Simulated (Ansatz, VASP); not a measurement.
**LaAs in VASP and in Ansatz**

```
La As
1.0
     0.00000    3.07267    3.07267
     3.07267    0.00000    3.07267
     3.07267    3.07267    0.00000
La As
1 1
Direct
  0.00000 0.00000 0.00000
  0.50000 0.50000 0.50000
```

Change from the starting cell: volume scaled by 1.01, crystal datasets.

Alike in both runs: task electric field gradients; functional PBEsol; k mesh 12 × 12 × 12; occupations fermi-dirac, width 0.05 eV; no spin polarisation.

```csv
,VASP,Ansatz
version,VASP 6.6.1,Ansatz 0.2.0
potentials or method,"VASP PAW PBE potentials, release 64 (La, As), cutoff 520 eV","all-electron PAW with datasets made for the crystal, scalar-relativistic"
```

|  | VASP | Ansatz | Ansatz less VASP |
| --- | --- | --- | --- |
| pressure (GPa) | -1.2 | -1.2 | +0.01 |

VASP's potentials were made for PBE, not for PBEsol. Ansatz ran all-electron here, and VASP with PAW potentials.

Spin-orbit coupling is off throughout.
